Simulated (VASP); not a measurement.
# MnGa3 (Fm-3m) in VASP: notebook, part 2 of 2

VASP 6.6.1.

## Step 3: Single point, PBEsol, collinear spin, ferromagnetic start

This run uses another cell than the first one, of 14.30 Å³/atom.

Contents of INCAR:

```
SYSTEM = MnGa3
PREC = Accurate
ENCUT = 520
EDIFF = 1E-6
ISMEAR = 0
SIGMA = 0.1
LREAL = .FALSE.
LASPH = .TRUE.
NELM = 150
ALGO = Normal
ISIF = 2
LWAVE = .FALSE.
LCHARG = .TRUE.
ISPIN = 2
MAGMOM = 0 0 0 4
LORBIT = 11
LMAXMIX = 4
GGA = PS
LELF = .TRUE.
LVHAR = .TRUE.
NBANDS = 38
```

Contents of KPOINTS:

```
regular mesh
0
G
  6 6 6
  0 0 0
```

Contents of POSCAR:

```
MnGa3
1.0
    0.0000000000      3.0581257835      3.0581257835
    3.0581257835      0.0000000000      3.0581257835
    3.0581257835      3.0581257835      0.0000000000
Ga Mn
3 1
Direct
    0.2500000000      0.2500000000      0.2500000000
    0.7500000000      0.7500000000      0.7500000000
    0.5000000000      0.5000000000      0.5000000000
    0.0000000000      0.0000000000      0.0000000000
```

Potentials or basis: VASP PAW PBE potentials, release 64 (Ga_d, Mn_pv).

Started as:

```console
cat potpaw_PBE.64/Ga_d/POTCAR potpaw_PBE.64/Mn_pv/POTCAR > POTCAR
mpirun -np 1 vasp_std > vasp.out
```

OUTCAR:

```text
SYSTEM = MnGa3
   PREC = Accurate
   ENCUT = 520
   EDIFF = 1E-6
   ISMEAR = 0
   LREAL = .FALSE.
   LASPH = .TRUE.
   NELM = 150
   ISIF = 2
   ISPIN = 2
   LORBIT = 11
   GGA = PS

 ion  position               nearest neighbor table
   1  0.250  0.250  0.250-   3 2.65   4 2.65   4 2.65   4 2.65   4 2.65   3 2.65   3 2.65   3 2.65

   2  0.750  0.750  0.750-   3 2.65   4 2.65   3 2.65   3 2.65   3 2.65   4 2.65   4 2.65   4 2.65

   3  0.500  0.500  0.500-   1 2.65   2 2.65   1 2.65   1 2.65   1 2.65   2 2.65   2 2.65   2 2.65

   4  0.000  0.000  0.000-   1 2.65   2 2.65   2 2.65   2 2.65   2 2.65   1 2.65   1 2.65   1 2.65

[... 1532 lines left out ...]
     3.058125783  0.000000000  3.058125783     0.163498834 -0.163498834  0.163498834
     3.058125783  3.058125783  0.000000000     0.163498834  0.163498834 -0.163498834

 POSITION                                       TOTAL-FORCE (eV/Angst)
 -----------------------------------------------------------------------------------
      1.52906      1.52906      1.52906        -0.000000      0.000000     -0.000000
      4.58719      4.58719      4.58719         0.000000     -0.000000      0.000000
      3.05813      3.05813      3.05813        -0.000000     -0.000000     -0.000000
      0.00000      0.00000      0.00000        -0.000000     -0.000000     -0.000000
 -----------------------------------------------------------------------------------
    total drift:                                0.000000     -0.000000      0.000000

  FREE ENERGIE OF THE ION-ELECTRON SYSTEM (eV)
  ---------------------------------------------------
  free  energy   TOTEN  =       -18.7266795127 eV

  energy  without entropy=      -18.7101507447  energy(sigma->0) =      -18.71841513

 total charge

# of ion       s       p       d       tot
------------------------------------------
    1        0.957   0.781  10.006  11.744
    2        0.957   0.781  10.006  11.744
    3        0.973   0.723  10.017  11.713
    4        0.319   6.208   5.150  11.677
--------------------------------------------------
tot          3.207   8.494  35.178  46.879

 magnetization (x)

# of ion       s       p       d       tot
------------------------------------------
    1        0.008  -0.032   0.006  -0.018
    2        0.008  -0.032   0.006  -0.018
    3        0.052  -0.039   0.003   0.015
    4        0.017   0.047   2.860   2.924
--------------------------------------------------
tot          0.084  -0.056   2.875   2.902
```

OSZICAR:

```text
N       E                     dE             d eps       ncg     rms          rms(c)
DAV:   1     0.417450125382E+03    0.41745E+03   -0.24907E+04  2982   0.263E+03
DAV:   2     0.321004376354E+02   -0.38535E+03   -0.36741E+03  2432   0.540E+02
DAV:   3    -0.188647690354E+02   -0.50965E+02   -0.49934E+02  2642   0.159E+02
DAV:   4    -0.203897622035E+02   -0.15250E+01   -0.15205E+01  2854   0.307E+01
DAV:   5    -0.204237866856E+02   -0.34024E-01   -0.34017E-01  3084   0.425E+00    0.142E+01
DAV:   6    -0.263650867345E+02   -0.59413E+01   -0.36609E+01  2540   0.349E+01    0.335E+01
DAV:   7    -0.185598957696E+02    0.78052E+01   -0.21611E+01  2542   0.360E+01    0.524E+00
DAV:   8    -0.187317527029E+02   -0.17186E+00   -0.94947E-01  2702   0.547E+00    0.216E+00
DAV:   9    -0.187269479378E+02    0.48048E-02   -0.11441E-01  3030   0.200E+00    0.993E-01
DAV:  10    -0.187272539403E+02   -0.30600E-03   -0.13181E-02  2774   0.822E-01    0.340E-01
DAV:  11    -0.187266080633E+02    0.64588E-03   -0.10220E-03  2672   0.354E-01    0.201E-01
DAV:  12    -0.187266451971E+02   -0.37134E-04   -0.47850E-04  2938   0.205E-01    0.596E-02
DAV:  13    -0.187266714363E+02   -0.26239E-04   -0.42554E-05  2690   0.658E-02    0.341E-02
DAV:  14    -0.187266780858E+02   -0.66495E-05   -0.22470E-05  2816   0.287E-02    0.181E-02
DAV:  15    -0.187266788920E+02   -0.80619E-06   -0.11076E-05  2224   0.233E-02    0.951E-03
DAV:  16    -0.187266795127E+02   -0.62066E-06   -0.32215E-06  1766   0.157E-02
   1 F= -.18726680E+02 E0= -.18718415E+02  d E =-.165288E-01  mag=     3.0627
```

stdout:

```text
POSCAR found type information on POSCAR GaMn
 POSCAR found :  2 types and       4 ions
 scaLAPACK will be used
 -----------------------------------------------------------------------------
|                                                                             |
|                                                                             |
|     You enforced a specific xc type in the INCAR file but a different       |
|     I HOPE YOU KNOW WHAT YOU ARE DOING!                                     |
|                                                                             |
 -----------------------------------------------------------------------------

 LDA part: xc-table for (Slater+PW92), standard interpolation
 POSCAR, INCAR and KPOINTS ok, starting setup
 FFT: planning ... GRIDC
 FFT: planning ... GRID_SOFT
 FFT: planning ... GRID
 WAVECAR not read
 entering main loop
```

Run time: 43 s. Hardware: 1 thread of Intel Xeon Platinum 8488C (Sapphire Rapids), shared host; peak memory 0.22 GiB.

Results:

```
Free energy                                           : -18.7267 eV
Pressure                                              : 8.6 GPa
Net moment                                            : 3.06 μB per cell
Site moments                                          : Ga -0.02, +0.01 (each value once); Mn +2.92 μB
Valence electrons inside the program's atomic spheres : Ga 11.74, 11.71 (each value once); Mn 11.68
```

Levels at points of the mesh, in eV from the Fermi level:
Spin up:
| k point | band 24 | band 25 | band 26 | band 27 | band 28 | band 29 | band 30 | band 31 | band 32 | band 33 |
| --- | --- | --- | --- | --- | --- | --- | --- | --- | --- | --- |
| (0.00, 0.00, 0.00) | -2.41 | -1.27 | 0.35 | 0.35 | 0.35 | 0.96 | 2.20 | 2.20 | 2.20 | 3.48 |
| (0.50, 0.00, 0.00) | -2.25 | -2.25 | -1.87 | -0.19 | -0.19 | 0.79 | 0.79 | 2.11 | 7.01 | 7.84 |
| (0.50, 0.50, 0.00) | -2.42 | -2.26 | -2.18 | -2.18 | -0.86 | 0.04 | 7.30 | 7.30 | 8.01 | 8.01 |
Spin down:
```csv
k point,band 22,band 23,band 24,band 25,band 26,band 27
"(0.00, 0.00, 0.00)",-2.38,-1.29,0.20,0.20,0.41,0.41
"(0.50, 0.00, 0.00)",-2.88,-1.86,-0.72,0.02,0.02,0.14
"(0.50, 0.50, 0.00)",-4.25,-4.25,-1.45,0.04,0.04,0.54
```

Caveat: the cell stands under pressure; the PAW data sets were made with another functional, which shifts forces and pressure a little.
